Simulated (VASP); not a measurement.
# Zr (Im-3m) in VASP: notebook

The runs below take Zr through single point, with PBE.

Everything below comes from runs of VASP 6.6.1. Logs are shortened: lines on timing, memory, paths and dates and some standing lists are left out, and cuts for length are marked.

## 1. The cell of the first run

It takes space group Im-3m (No. 229, cubic). The conventional cell has a = 3.620 Å, b = 3.620 Å, c = 3.620 Å, α = 90.00°, β = 90.00°, γ = 90.00°. Within 4.1 Å of Zr (site symmetry m-3m) lie 14 Zr at 3.14 to 3.62 Å.

## 2. Single point, PBE

Contents of INCAR:

```
SYSTEM = Zr
PREC     = Accurate       ! precision mode
ENCUT    = 520            ! plane-wave cutoff, eV
EDIFF    = 1E-6           ! SCF threshold, eV
ISMEAR   = -1             ! smearing method
SIGMA    = 0.3            ! smearing width, eV
LREAL    = .False.        ! projectors in reciprocal space
LASPH    = .True.         ! aspherical terms in the spheres
NELM     = 60             ! most SCF steps
ALGO     = Normal         ! electronic algorithm
ISIF     = 2              ! what is computed and relaxed
LWAVE    = .False.        ! write WAVECAR
LCHARG   = .True.         ! write CHGCAR
GGA      = PE             ! functional
LELF     = .True.         ! ELF
LVHAR    = .True.       
NBANDS   = 12             ! bands
```

Contents of KPOINTS:

```
Automatic mesh
0
Gamma
  8 8 8
  0 0 0
```

Contents of POSCAR:

```
Zr
1.0
   -1.8100000000      1.8100000000      1.8100000000
    1.8100000000     -1.8100000000      1.8100000000
    1.8100000000      1.8100000000     -1.8100000000
Zr
1
Direct
    0.0000000000      0.0000000000      0.0000000000
```

Potentials or basis: VASP PAW PBE potentials, release 64 (Zr_sv).

Started as:

```console
> cat potpaw_PBE.64/Zr_sv/POTCAR > POTCAR
> mpirun -np 1 vasp_std > vasp.out
```

OUTCAR:

```text
SYSTEM = Zr
   PREC = Accurate
   ENCUT = 520
   EDIFF = 1E-6
   ISMEAR = -1
   LREAL = .False.
   LASPH = .True.
   NELM = 60
   ISIF = 2
   GGA = PE

 ion  position               nearest neighbor table
   1  0.000  0.000  0.000-

  LATTYP: Found a body centered cubic cell.
 ALAT       =     3.6200000000

  Lattice vectors:

 A1 = (  -1.8100000000,   1.8100000000,   1.8100000000)
 A2 = (   1.8100000000,  -1.8100000000,   1.8100000000)
 A3 = (   1.8100000000,   1.8100000000,  -1.8100000000)

Analysis of symmetry for initial positions (statically):
=====================================================================
 Subroutine PRICEL returns:
 Original cell was already a primitive cell.

 Routine SETGRP: Setting up the symmetry group for a
 body centered cubic supercell.

 Subroutine GETGRP returns: Found 48 space group operations
 (whereof 48 operations were pure point group operations)
 out of a pool of 48 trial point group operations.

The static configuration has the point symmetry O_h .

Analysis of symmetry for dynamics (positions and initial velocities):
=====================================================================
 Subroutine PRICEL returns:
 Original cell was already a primitive cell.

 Routine SETGRP: Setting up the symmetry group for a
 body centered cubic supercell.

 Subroutine GETGRP returns: Found 48 space group operations
 (whereof 48 operations were pure point group operations)
 out of a pool of 48 trial point group operations.

The dynamic configuration has the point symmetry O_h .

 Subroutine INISYM returns: Found 48 space group operations
 (whereof 48 operations are pure point group operations),
 and found     1 'primitive' translations

----------------------------------------------------------------------------------------

                                     Primitive cell

  volume of cell :      23.7190

  direct lattice vectors                    reciprocal lattice vectors
    -1.810000000  1.810000000  1.810000000     0.000000000  0.276243094  0.276243094
     1.810000000 -1.810000000  1.810000000     0.276243094  0.000000000  0.276243094
     1.810000000  1.810000000 -1.810000000     0.276243094  0.276243094  0.000000000

  length of vectors
     3.135011962  3.135011962  3.135011962     0.390666730  0.390666730  0.390666730

  position of ions in fractional coordinates (direct lattice)
     0.000000000  0.000000000  0.000000000

  ion indices of the primitive-cell ions
   primitive index   ion index
                 1           1

----------------------------------------------------------------------------------------

 KPOINTS: Automatic mesh

Automatic generation of k-mesh.
 Grid dimensions read from file:
 generate k-points for:    8    8    8

 Generating k-lattice:

  Cartesian coordinates                     Fractional coordinates (reciprocal lattice)
     0.000000000  0.034530387  0.034530387     0.125000000  0.000000000  0.000000000
     0.034530387  0.000000000  0.034530387     0.000000000  0.125000000  0.000000000
     0.034530387  0.034530387  0.000000000     0.000000000  0.000000000  0.125000000

  Length of vectors
     0.048833341  0.048833341  0.048833341

  Shift w.r.t. Gamma in fractional coordinates (k-lattice)
     0.000000000  0.000000000  0.000000000

 Subroutine IBZKPT returns following result:
 ===========================================

 Found     29 irreducible k-points:

 Following reciprocal coordinates:
            Coordinates               Weight
  0.000000  0.000000  0.000000      1.000000
  0.125000  0.000000  0.000000     12.000000
  0.250000  0.000000  0.000000     12.000000
  0.375000  0.000000  0.000000     12.000000
  0.500000  0.000000  0.000000      6.000000
  0.125000  0.125000  0.000000     24.000000
[... 16 lines left out ...]
 -0.250000  0.250000  0.250000      6.000000
 -0.375000  0.375000  0.250000     24.000000
 [... further k-points ...]
   k-points           NKPTS =     29   k-points in BZ     NKDIM =     29   number of bands    NBANDS=     12
   number of dos      NEDOS =    301   number of ions     NIONS =      1
   total plane-waves  NPLWV =  13824
   dimension x,y,z NGX =    24 NGY =   24 NGZ =   24
   dimension x,y,z NGXF=    48 NGYF=   48 NGZF=   48
   ions per type =               1
   NGX,Y,Z   is equivalent  to a cutoff of  12.73, 12.73, 12.73 a.u.
   NGXF,Y,Z  is equivalent  to a cutoff of  25.45, 25.45, 25.45 a.u.
 SYSTEM =  Zr
   PREC   = accura    normal or accurate (medium, high low for compatibility)
   ISTART =      0    job   : 0-new  1-cont  2-samecut
   ICHARG =      2    charge: 1-file 2-atom 10-const
   ISPIN  =      1    spin polarized calculation?
   LNONCOLLINEAR =      F non collinear calculations
   LSORBIT =      F    spin-orbit coupling
   LASPH  =      T    aspherical Exc in radial PAW
   ENCUT  =  520.0 eV  38.22 Ry    6.18 a.u.   5.83  5.83  5.83*2*pi/ulx,y,z
   NELM   =     60;   NELMIN=  2; NELMDL= -5     # of ELM steps
   EDIFF  = 0.1E-05   stopping-criterion for ELM
   LREAL  =      F    real-space projection
   EDIFFG = 0.1E-04   stopping-criterion for IOM
   NSW    =      0    number of steps for IOM
   IBRION =     -1    ionic relax: 0-MD 1-quasi-New 2-CG
   NFREE  =      0    steps in history (QN), initial steepest desc. (CG)
   ISIF   =      2    stress and relaxation
   ISYM   =      2    0-nonsym 1-usesym 2-fastsym
   POTIM  = 0.5000    time-step for ionic-motion
   TEBEG  =    0.0;   TEEND  =   0.0 temperature during run
   PSTRESS=    0.0 pullay stress
   NELECT =      12.0000    total number of electrons
   NUPDOWN=      -1.0000    fix difference up-down
   EMIN   =  10.00;   EMAX   =-10.00  energy-range for DOS
   EFERMI =   0.00;   METHOD = LEGACY
   ISMEAR =    -1;   SIGMA  =   0.30  broadening in eV -4-tet -1-fermi 0-gaus
   EFERMI_NEDOS =   21; number of points for ismear=-14 and -15
   IALGO  =     38    algorithm
   IMIX   =      4    mixing-type and parameters
     AMIX     =   0.40;   BMIX     =  1.00
     AMIX_MAG =   1.60;   BMIX_MAG =  1.00
  volume/ion in A,a.u.               =      23.72       160.06
  Fermi-wavevector in a.u.,A,eV,Ry     =   1.304478  2.465105 23.152520  1.701662
  Thomas-Fermi vector in A             =   2.435411
   LORBIT       =      0    0 simple, 1 ext, 2 COOP (PROOUT), +10 PAW based schemes
   GGA     = PE    functional components
[... 5 lines left out ...]
 non-spin polarized calculation
  energy-cutoff  :      520.00
  volume of cell :       23.72
 maximum number of plane-waves:       682
   NGX = 11   NGY = 11   NGZ = 11

 number of electron      12.0000000 magnetization

 Free energy of the ion-electron system (eV)
  ---------------------------------------------------
  ext. energy  EPLUGINS =         0.00000000
  ---------------------------------------------------
  free energy    TOTEN  =        -8.70681930 eV

  energy without entropy =       -8.19392994  energy(sigma->0) =       -8.45037462

 E-fermi :   8.5069     XC(G=0): -10.9925

 val. band max:        8.3946158204   @ k =   0.5000   0.5000   0.1250
 cond. band min:       8.5335956594   @ k =   0.2500   0.2500   0.0000
 fundamental gap:      0.1389798390
 Fermi energy:         8.5068998507

 k-point     1 :       0.0000    0.0000    0.0000
  band No.  band energies     occupation
      1     -40.0165      2.00000
      2     -17.5563      2.00000
      3     -17.5563      2.00000
      4     -17.5563      2.00000
      5       3.1699      2.00000
      6       9.6233      0.04726
      7       9.6233      0.04726
      8       9.6233      0.04726
      9      12.0448      0.00002
     10      12.0448      0.00002
     11      20.8328      0.00000
     12      20.8328      0.00000

 k-point     2 :       0.1250    0.0000    0.0000
  band No.  band energies     occupation
      1     -39.9963      2.00000
      2     -17.6975      2.00000
      3     -17.5998      2.00000
      4     -17.5573      2.00000
      5       3.6752      2.00000
      6       9.3017      0.13205
      7       9.4738      0.07661
      8      10.1204      0.00919
      9      11.6518      0.00006
     10      12.0505      0.00001
     11      21.2023      0.00000
     12      21.7456      0.00000

 k-point     3 :       0.2500    0.0000    0.0000
  band No.  band energies     occupation
      1     -39.9471      2.00000
      2     -18.0260      2.00000
      3     -17.7032      2.00000
      4     -17.5596      2.00000
      5       4.8863      1.99999
      6       8.6391      0.78314
      7       8.9397      0.38223
      8      11.5224      0.00009
      9      11.6096      0.00006
     10      12.1696      0.00001
     11      20.8665      0.00000
     12      22.0305      0.00000
[... 286 lines left out ...]
 k-point    23 :      -0.2500    0.2500    0.2500
  band No.  band energies     occupation
      1     -39.8874      2.00000
      2     -18.0438      2.00000
      3     -17.8630      2.00000
      4     -17.8630      2.00000
      5       6.2339      1.99898
      6       8.2934      1.34149
      7       9.9673      0.01526
      8       9.9673      0.01526
      9      11.4269      0.00012
     10      12.9763      0.00000
     11      20.8258      0.00000
     12      23.8016      0.00000

 k-point    24 :      -0.3750    0.3750    0.2500
  band No.  band energies     occupation
      1     -39.8447      2.00000
      2     -18.2310      2.00000
      3     -17.9728      2.00000
      4     -17.8904      2.00000
      5       6.8339      1.99246
      6       7.4595      1.94088
      7       9.9766      0.01480
      8      10.5387      0.00229
      9      13.0323      0.00000
     10      13.4771      0.00000
     11      20.0141      0.00000
     12      21.4917      0.00000

 [... further k-points ...]
[... 5 lines left out ...]
  --------------------------------------------------------------------------------------
  -------------------------------------------------------------------------------------
  Total       -0.1245882     -0.1245882     -0.1245882     -0.0000000     -0.0000000     -0.0000000
  in kB       -8.4157321     -8.4157321     -8.4157321     -0.0000000     -0.0000000     -0.0000000
  external PRESSURE =      -8.4157321 kB  Pullay stress =       0.0000000 kB

 VOLUME and BASIS-vectors are now :
 -----------------------------------------------------------------------------
  energy-cutoff  :      520.00
  volume of cell :       23.72
      direct lattice vectors                 reciprocal lattice vectors
    -1.810000000  1.810000000  1.810000000     0.000000000  0.276243094  0.276243094
     1.810000000 -1.810000000  1.810000000     0.276243094  0.000000000  0.276243094
     1.810000000  1.810000000 -1.810000000     0.276243094  0.276243094  0.000000000

 POSITION                                       TOTAL-FORCE (eV/Angst)
 -----------------------------------------------------------------------------------
      0.00000      0.00000      0.00000         0.000000     -0.000000     -0.000000
 -----------------------------------------------------------------------------------
    total drift:                               -0.000000      0.000000      0.000000

  FREE ENERGIE OF THE ION-ELECTRON SYSTEM (eV)
  ---------------------------------------------------
  free  energy   TOTEN  =        -8.7068193047 eV

  energy  without entropy=       -8.1939299353  energy(sigma->0) =       -8.45037462
```

Wall time 16 s (1 thread of AMD EPYC 7R13, shared host); peak memory 0.11 GiB.

What came out:

```yaml
Free_energy: -8.7068 eV
Pressure: -0.8 GPa
Band_gap_on_the_k_mesh: zero (band 6 reaches 9.62 eV, above the bottom of band 7 at 7.98 eV)
```

Levels at points of the mesh, in eV from the Fermi level:
| k point | band 2 | band 3 | band 4 | band 5 | band 6 | band 7 | band 8 | band 9 | band 10 | band 11 |
| --- | --- | --- | --- | --- | --- | --- | --- | --- | --- | --- |
| (0.00, 0.00, 0.00) | -26.06 | -26.06 | -26.06 | -5.34 | 1.12 | 1.12 | 1.12 | 3.54 | 3.54 | 12.33 |
| (0.50, 0.00, 0.00) | -26.97 | -26.35 | -26.07 | -2.72 | -0.63 | 1.52 | 3.52 | 4.17 | 6.17 | 9.94 |
| (0.50, 0.50, 0.50) | -26.69 | -26.69 | -26.69 | -2.45 | -2.45 | 5.52 | 5.52 | 5.52 | 7.26 | 7.26 |

## 3. Single point, PBE

Contents of INCAR:

```
ALGO = Normal
EDIFF = 1E-7
ENCUT = 520
GGA = PE
ISIF = 2
ISMEAR = -1
LASPH = True
LCHARG = False
LREAL = False
LWAVE = False
NBANDS = 12
NELM = 100
PREC = Accurate
SIGMA = 0.2
```

Contents of KPOINTS:

```
k-points
0
Gamma
  8 8 8
```

POSCAR is that of step 2.

Potentials or basis: VASP PAW PBE potentials, release 64 (Zr_sv).

Started as:

```console
> cat potpaw_PBE.64/Zr_sv/POTCAR > POTCAR
> mpirun -np 1 vasp_std > vasp.out
```

Run time: 14 s. Hardware: 1 thread of AMD EPYC 7R13, shared host; peak memory 0.11 GiB.

It converged, with:

```yaml
Free_energy: -8.5573 eV
Pressure: -1.8 GPa
Band_gap_on_the_k_mesh: zero (band 6 reaches 9.62 eV, above the bottom of band 7 at 7.98 eV)
```

Levels at points of the mesh, in eV from the Fermi level:
```
           k point  band 4  band 5  band 6  band 7  band 8  band 9
(0.00, 0.00, 0.00)  -26.06   -5.32    1.13    1.13    1.13    3.55
(0.50, 0.00, 0.00)  -26.07   -2.71   -0.62    1.53    3.53    4.18
(0.50, 0.50, 0.50)  -26.69   -2.44   -2.44    5.52    5.52    5.52
```

## 4. Single point, PBE

Contents of INCAR:

```
SYSTEM = Zr
  PREC = Accurate
  ENCUT = 520
  EDIFF = 1E-7
  ISMEAR = -1
  SIGMA = 0.1
  LREAL = .FALSE.
  LASPH = .TRUE.
  NELM = 100
  ALGO = Normal
  ISIF = 2
  LWAVE = .FALSE.
  LCHARG = .FALSE.
  GGA = PE
  NBANDS = 12
```

Contents of KPOINTS:

```
regular mesh
0
G
  8 8 8
  0 0 0
```

POSCAR is that of step 3.

Started as:

```console
> cat potpaw_PBE.64/Zr_sv/POTCAR > POTCAR
> mpirun -np 1 vasp_std > vasp.out
```

Wall time 14 s (1 thread of AMD EPYC 7R13, shared host); peak memory 0.11 GiB.

It converged, with:

```yaml
Free_energy: -8.4595 eV
Pressure: -2.6 GPa
Band_gap_on_the_k_mesh: zero (band 6 reaches 9.62 eV, above the bottom of band 7 at 7.98 eV)
```

Levels at points of the mesh, in eV from the Fermi level:
| k point | band 2 | band 3 | band 4 | band 5 | band 6 | band 7 | band 8 | band 9 | band 10 | band 11 |
| --- | --- | --- | --- | --- | --- | --- | --- | --- | --- | --- |
| (0.00, 0.00, 0.00) | -26.06 | -26.06 | -26.06 | -5.32 | 1.12 | 1.12 | 1.12 | 3.54 | 3.54 | 12.34 |
| (0.50, 0.00, 0.00) | -26.97 | -26.35 | -26.07 | -2.71 | -0.62 | 1.53 | 3.52 | 4.18 | 6.17 | 9.95 |
| (0.50, 0.50, 0.50) | -26.69 | -26.69 | -26.69 | -2.44 | -2.44 | 5.52 | 5.52 | 5.52 | 7.27 | 7.27 |

## 5. Single point, PBE

Contents of INCAR:

```
PREC = Accurate
ENCUT = 520
EDIFF = 1E-7
ISMEAR = -1
SIGMA = 0.05
LREAL = False
LASPH = True
NELM = 60
ALGO = Normal
ISIF = 2
LWAVE = False
LCHARG = False
GGA = PE
NBANDS = 12
```

Contents of KPOINTS:

```
Automatic mesh
0
Gamma
  8 8 8
```

POSCAR is that of step 4.

Started as:

```console
> cat potpaw_PBE.64/Zr_sv/POTCAR > POTCAR
> mpirun -np 1 vasp_std > vasp.out
```

Wall time 15 s (1 thread of AMD EPYC 7R13, shared host); peak memory 0.11 GiB.

It converged, with:

```
Free energy            : -8.4334 eV
Pressure               : -2.7 GPa
Band gap on the k mesh : zero (band 6 reaches 9.62 eV, above the bottom of band 7 at 7.98 eV)
```

Levels at points of the mesh, in eV from the Fermi level:
| k point | band 3 | band 4 | band 5 | band 6 | band 7 | band 8 | band 9 | band 10 |
| --- | --- | --- | --- | --- | --- | --- | --- | --- |
| (0.00, 0.00, 0.00) | -26.09 | -26.09 | -5.34 | 1.10 | 1.10 | 1.10 | 3.52 | 3.52 |
| (0.50, 0.00, 0.00) | -26.38 | -26.09 | -2.73 | -0.64 | 1.51 | 3.50 | 4.16 | 6.15 |
| (0.50, 0.50, 0.50) | -26.71 | -26.71 | -2.46 | -2.46 | 5.50 | 5.50 | 5.50 | 7.25 |

## 6. Overview

```csv
smearing,gap on the mesh (eV),pressure (GPa)
fermi-dirac 0.3 eV,none,-0.8
fermi-dirac 0.2 eV,none,-1.8
fermi-dirac 0.1 eV,none,-2.6
fermi-dirac 0.05 eV,none,-2.7
```

Alike in all rows: task single point; level PBE; potentials or basis VASP PAW PBE potentials, release 64 (Zr_sv); no spin polarisation; cell as given; k mesh 8 × 8 × 8; cutoff (eV) 520.

Every run on the cell as given and a fine mesh finds a metal.

Absolute energies hang on the potentials; compare differences alone.
